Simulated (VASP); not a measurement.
# KBr: single point with PBEsol

KBr:

```
CELL_PARAMETERS angstrom
0.00000 3.27479 3.27479
3.27479 0.00000 3.27479
3.27479 3.27479 0.00000
ATOMIC_POSITIONS crystal
K 0.00000 0.00000 0.00000
Br 0.50000 0.50000 0.50000
```

```yaml
Program: VASP 6.6.1
Task: single point
Functional: PBEsol
Potentials_or_basis: VASP PAW PBE potentials, release 64 (K_sv, Br)
Cutoff: 520 eV
k_mesh: 6 × 6 × 6
Occupations: gaussian, width 0.02 eV
Spin: no spin polarisation
Dipole_correction: no
Further_INCAR_settings: ALGO = Normal; EDIFF = 1e-06; NBANDS = 15
```

* Pressure: 0.1 GPa
* Band gap on the k mesh: 4.34 eV

Levels at points of the mesh, in eV from the valence-band top:
```
           k point  band 6  band 7  band 8  band 9  band 10  band 11
(0.00, 0.00, 0.00)    0.00    0.00    0.00    4.34     7.53     7.53
(0.50, 0.00, 0.00)   -1.26   -0.36   -0.36    6.48     8.21     9.78
(0.50, 0.50, 0.00)   -0.86   -0.30   -0.30    5.71     7.17     9.37
```

Wall time 31 s on 1 thread of Intel Xeon 8259CL, on a shared host, peak memory 0.21 GiB.

Caveat: the PAW data sets were made with another functional, which shifts forces and pressure a little.
